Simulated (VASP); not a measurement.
# WSe2 (P6_3/mmc) in VASP: further runs, part 2 of 2

VASP 6.6.1. The steps go on from the part before.

### 3 Single point, PBE (strain -3.0%)

The input, INCAR:

```
SYSTEM = WSe2
PREC = Accurate
ENCUT = 520
EDIFF = 1E-7
ISMEAR = -1
SIGMA = 0.02
LREAL = .FALSE.
LASPH = .TRUE.
NELM = 80
ALGO = Normal
ISIF = 2
LWAVE = .FALSE.
LCHARG = .FALSE.
GGA = PE
NBANDS = 35
```

The input, KPOINTS:

```
regular mesh
0
G
  12 12 2
  0 0 0
```

The input, POSCAR:

```
WSe2
1.0
    3.2006774228      0.0000000000      0.0000000000
   -1.6003387114      2.7718679575      0.0000000000
    0.0000000000      0.0000000000     12.7542398805
W Se
2 4
Direct
    0.3333333333      0.6666666667      0.2500000000
    0.6666666667      0.3333333333      0.7500000000
    0.6666666667      0.3333333333      0.3828348141
    0.6666666667      0.3333333333      0.1171651859
    0.3333333333      0.6666666667      0.8828348141
    0.3333333333      0.6666666667      0.6171651859
```

Potentials or basis: VASP PAW PBE potentials, release 64 (W_sv, Se).

The run is started by

```
cat potpaw_PBE.64/W_sv/POTCAR potpaw_PBE.64/Se/POTCAR > POTCAR
mpirun -np 1 vasp_std > vasp.out
```

OUTCAR:

```text
SYSTEM = WSe2
   PREC = Accurate
   ENCUT = 520
   EDIFF = 1E-7
   ISMEAR = -1
   LREAL = .FALSE.
   LASPH = .TRUE.
   NELM = 80
   ISIF = 2
   GGA = PE

 ion  position               nearest neighbor table
   1  0.333  0.667  0.250-   3 2.51   4 2.51   3 2.51   4 2.51   3 2.51   4 2.51
   2  0.667  0.333  0.750-   5 2.51   6 2.51   5 2.51   6 2.51   5 2.51   6 2.51
   3  0.667  0.333  0.383-   1 2.51   1 2.51   1 2.51
   4  0.667  0.333  0.117-   1 2.51   1 2.51   1 2.51
   5  0.333  0.667  0.883-   2 2.51   2 2.51   2 2.51
   6  0.333  0.667  0.617-   2 2.51   2 2.51   2 2.51

  LATTYP: Found a hexagonal cell.
 ALAT       =     3.2006774228
 C/A-ratio  =     3.9848563900

  Lattice vectors:

 A1 = (   3.2006774228,   0.0000000000,   0.0000000000)
 A2 = (  -1.6003387114,   2.7718679575,   0.0000000000)
 A3 = (   0.0000000000,   0.0000000000,  12.7542398805)

Analysis of symmetry for initial positions (statically):
=====================================================================
 Subroutine PRICEL returns:
 Original cell was already a primitive cell.

 Routine SETGRP: Setting up the symmetry group for a
 hexagonal supercell.

 Subroutine GETGRP returns: Found 24 space group operations
 (whereof 12 operations were pure point group operations)
 out of a pool of 24 trial point group operations.

The static configuration has the point symmetry D_3d.
 The point group associated with its full space group is D_6h.

Analysis of symmetry for dynamics (positions and initial velocities):
=====================================================================
 Subroutine PRICEL returns:
 Original cell was already a primitive cell.

 Routine SETGRP: Setting up the symmetry group for a
 hexagonal supercell.

 Subroutine GETGRP returns: Found 24 space group operations
 (whereof 12 operations were pure point group operations)
 out of a pool of 24 trial point group operations.

The dynamic configuration has the point symmetry D_3d.
 The point group associated with its full space group is D_6h.

 Subroutine INISYM returns: Found 24 space group operations
 (whereof 12 operations are pure point group operations),
 and found     1 'primitive' translations

----------------------------------------------------------------------------------------

                                     Primitive cell

  volume of cell :     113.1538

  direct lattice vectors                    reciprocal lattice vectors
     3.200677423  0.000000000  0.000000000     0.312433859  0.180383773  0.000000000
    -1.600338711  2.771867958  0.000000000     0.000000000  0.360767546  0.000000000
     0.000000000  0.000000000 12.754239881     0.000000000  0.000000000  0.078405300

  length of vectors
     3.200677423  3.200677423 12.754239881     0.360767546  0.360767546  0.078405300

  position of ions in fractional coordinates (direct lattice)
     0.333333333  0.666666667  0.250000000
     0.666666667  0.333333333  0.750000000
     0.666666667  0.333333333  0.382834814
     0.666666667  0.333333333  0.117165186
     0.333333333  0.666666667  0.882834814
     0.333333333  0.666666667  0.617165186

  ion indices of the primitive-cell ions
   primitive index   ion index
[... 23 lines left out ...]
     0.030063962  0.030063962  0.039202650

  Shift w.r.t. Gamma in fractional coordinates (k-lattice)
     0.000000000  0.000000000  0.000000000

 Subroutine IBZKPT returns following result:
 ===========================================

 Found     38 irreducible k-points:

 Following reciprocal coordinates:
            Coordinates               Weight
  0.000000  0.000000  0.000000      1.000000
  0.083333 -0.000000  0.000000      6.000000
  0.166667 -0.000000  0.000000      6.000000
  0.250000 -0.000000  0.000000      6.000000
  0.333333 -0.000000  0.000000      6.000000
  0.416667 -0.000000  0.000000      6.000000
[... 16 lines left out ...]
  0.250000 -0.000000  0.500000      6.000000
  0.333333 -0.000000  0.500000      6.000000
 [... further k-points ...]
   k-points           NKPTS =     38   k-points in BZ     NKDIM =     38   number of bands    NBANDS=     35
   number of dos      NEDOS =    301   number of ions     NIONS =      6
   total plane-waves  NPLWV =  55296
   dimension x,y,z NGX =    24 NGY =   24 NGZ =   96
   dimension x,y,z NGXF=    48 NGYF=   48 NGZF=  192
   ions per type =               2   4
   NGX,Y,Z   is equivalent  to a cutoff of  12.47, 12.47, 12.51 a.u.
   NGXF,Y,Z  is equivalent  to a cutoff of  24.93, 24.93, 25.03 a.u.
 SYSTEM =  WSe2
   PREC   = accura    normal or accurate (medium, high low for compatibility)
   ISTART =      0    job   : 0-new  1-cont  2-samecut
   ICHARG =      2    charge: 1-file 2-atom 10-const
   ISPIN  =      1    spin polarized calculation?
   LNONCOLLINEAR =      F non collinear calculations
   LSORBIT =      F    spin-orbit coupling
   LASPH  =      T    aspherical Exc in radial PAW
   ENCUT  =  520.0 eV  38.22 Ry    6.18 a.u.   5.95  5.95 23.71*2*pi/ulx,y,z
   NELM   =     80;   NELMIN=  2; NELMDL= -5     # of ELM steps
   EDIFF  = 0.1E-06   stopping-criterion for ELM
   LREAL  =      F    real-space projection
   EDIFFG = 0.1E-05   stopping-criterion for IOM
   NSW    =      0    number of steps for IOM
   IBRION =     -1    ionic relax: 0-MD 1-quasi-New 2-CG
   NFREE  =      0    steps in history (QN), initial steepest desc. (CG)
   ISIF   =      2    stress and relaxation
   ISYM   =      2    0-nonsym 1-usesym 2-fastsym
   POTIM  = 0.5000    time-step for ionic-motion
   TEBEG  =    0.0;   TEEND  =   0.0 temperature during run
   PSTRESS=    0.0 pullay stress
   NELECT =      52.0000    total number of electrons
   NUPDOWN=      -1.0000    fix difference up-down
   EMIN   =  10.00;   EMAX   =-10.00  energy-range for DOS
   EFERMI =   0.00;   METHOD = LEGACY
   ISMEAR =    -1;   SIGMA  =   0.02  broadening in eV -4-tet -1-fermi 0-gaus
   EFERMI_NEDOS =   21; number of points for ismear=-14 and -15
   IALGO  =     38    algorithm
   IMIX   =      4    mixing-type and parameters
     AMIX     =   0.40;   BMIX     =  1.00
     AMIX_MAG =   1.60;   BMIX_MAG =  1.00
  volume/ion in A,a.u.               =      18.86       127.27
  Fermi-wavevector in a.u.,A,eV,Ry     =   1.263338  2.387363 21.715214  1.596023
  Thomas-Fermi vector in A             =   2.396700
   LORBIT       =      0    0 simple, 1 ext, 2 COOP (PROOUT), +10 PAW based schemes
   GGA     = PE    functional components
   LHFCALC =     F    Hartree Fock is set to
   AEXX    =    0.0000 exact exchange contribution
   IVDW    =     0    specifies the selected vdW correction
   LEPSILON=     F    determine dielectric tensor
   LRPA    =     F    only Hartree local field effects (RPA)
 non-spin polarized calculation
  energy-cutoff  :      520.00
  volume of cell :      113.15
 maximum number of plane-waves:      3084
 NGX is ok and might be reduce to    24
   NGX = 11   NGY = 11   NGZ = 47

 number of electron      52.0000005 magnetization

 Free energy of the ion-electron system (eV)
  ---------------------------------------------------
  ext. energy  EPLUGINS =         0.00000000
  ---------------------------------------------------
  free energy    TOTEN  =       -42.79345859 eV

  energy without entropy =      -42.79345859  energy(sigma->0) =      -42.79345859

 E-fermi :   7.4254     XC(G=0): -11.1650

 val. band max:        6.9999775359   @ k =   0.0000   0.0000   0.0000
 cond. band min:       7.8960474824   @ k =   0.1667   0.1667   0.0000
 fundamental gap:      0.8960699465
 Fermi energy:         7.4253515647

 k-point     1 :       0.0000    0.0000    0.0000
  band No.  band energies     occupation
      1     -67.1283      2.00000
      2     -67.1283      2.00000
      3     -31.4461      2.00000
      4     -31.4460      2.00000
      5     -31.2278      2.00000
      6     -31.2278      2.00000
[... 901 lines left out ...]
     34      11.2343      0.00000
     35      12.7872      0.00000

 [... further k-points ...]
[... 5 lines left out ...]
  --------------------------------------------------------------------------------------
  -------------------------------------------------------------------------------------
  Total        8.6529819      8.6529819      6.2423322     -0.0000000      0.0000000      0.0000000
  in kB      122.5201033    122.5201033     88.3870085     -0.0000000      0.0000000      0.0000000
  external PRESSURE =     111.1424051 kB  Pullay stress =       0.0000000 kB

 VOLUME and BASIS-vectors are now :
 -----------------------------------------------------------------------------
  energy-cutoff  :      520.00
  volume of cell :      113.15
      direct lattice vectors                 reciprocal lattice vectors
     3.200677423  0.000000000  0.000000000     0.312433859  0.180383773  0.000000000
    -1.600338711  2.771867958  0.000000000     0.000000000  0.360767546  0.000000000
     0.000000000  0.000000000 12.754239881     0.000000000  0.000000000  0.078405300

 POSITION                                       TOTAL-FORCE (eV/Angst)
 -----------------------------------------------------------------------------------
     -0.00000      1.84791      3.18856         0.000000     -0.000000      0.000000
      1.60034      0.92396      9.56568        -0.000000     -0.000000      0.000000
      1.60034      0.92396      4.88277        -0.000000     -0.000000      0.391426
      1.60034      0.92396      1.49435         0.000000      0.000000     -0.391426
     -0.00000      1.84791     11.25989        -0.000000     -0.000000      0.391426
     -0.00000      1.84791      7.87147         0.000000      0.000000     -0.391426
 -----------------------------------------------------------------------------------
    total drift:                               -0.000000      0.000000     -0.000000

  FREE ENERGIE OF THE ION-ELECTRON SYSTEM (eV)
  ---------------------------------------------------
  free  energy   TOTEN  =       -42.7934585858 eV

  energy  without entropy=      -42.7934585858  energy(sigma->0) =      -42.79345859
```

Run time: 60 s. Hardware: 1 thread of Intel Xeon 6975P-C (Granite Rapids), shared host; peak memory 0.29 GiB.

Results:

```yaml
Free_energy: -42.7935 eV
Pressure: 11.1 GPa
Largest_force: 0.391 eV/Å
Band_gap_on_the_k_mesh: 0.90 eV (least direct gap 1.77 eV)
```

Forces on the atoms (eV/Å):
```
W    0.000  0.000  0.000
W    0.000  0.000  0.000
Se   0.000  0.000  0.391
Se   0.000  0.000 -0.391
Se   0.000  0.000  0.391
Se   0.000  0.000 -0.391
```

Stress tensor (GPa, compression positive):
```
12.25  0.00  0.00
 0.00 12.25  0.00
 0.00  0.00  8.84
```

Caveat: the cell differs from its parent crystal (strain -3.0%); the cell stands under pressure; spin-orbit coupling is left out, which moves the levels of the heavy elements; this functional lacks dispersion, which binds the layers, so the pressure and a relaxed spacing across them are unreliable. A k mesh can miss the band edges.
